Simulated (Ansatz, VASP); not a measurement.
# Hg in VASP and in Ansatz

```
Hg
1.0
     3.75109    0.00000    0.00000
    -1.87554    3.24854    0.00000
     0.00000    0.00000    4.55579
Hg
2
Direct
  0.00000 0.00000 0.75271
  0.00000 0.00000 0.24729
```

Alike in both runs: task relaxation of cell and atoms; functional PBE; k mesh 6 × 6 × 4; occupations gaussian, width 0.1 eV; no spin polarisation.

```csv
,VASP,Ansatz
version,VASP 6.6.1,Ansatz 0.2.0
potentials or method,"VASP PAW PBE potentials, release 64 (Hg), cutoff 600 eV","scalar-relativistic, plane waves, PAW"
valence electrons in the cell,24,40
```

Ansatz gave:

| Property | Result |
| --- | --- |
| gap on the k mesh at the Fermi level, each at its own relaxed structure (eV) | none |
| relaxed volume (Å³/atom) | 27.75 |
| relaxed length of the cell vector where the two differ most in proportion (Å) | 3.271 |

Q: What did VASP give for the same quantities?

A: gap on the k mesh at the Fermi level, each at its own relaxed structure (eV): none; relaxed volume (Å³/atom): 28.15; relaxed length of the cell vector where the two differ most in proportion (Å): 3.288.

A gap of «none» marks a metal or a gap that the smearing closes. VASP's potentials hold 24 valence electrons a cell and Ansatz's 40, so a difference there can come from the potentials and not from the codes.

Spin-orbit coupling is off throughout.
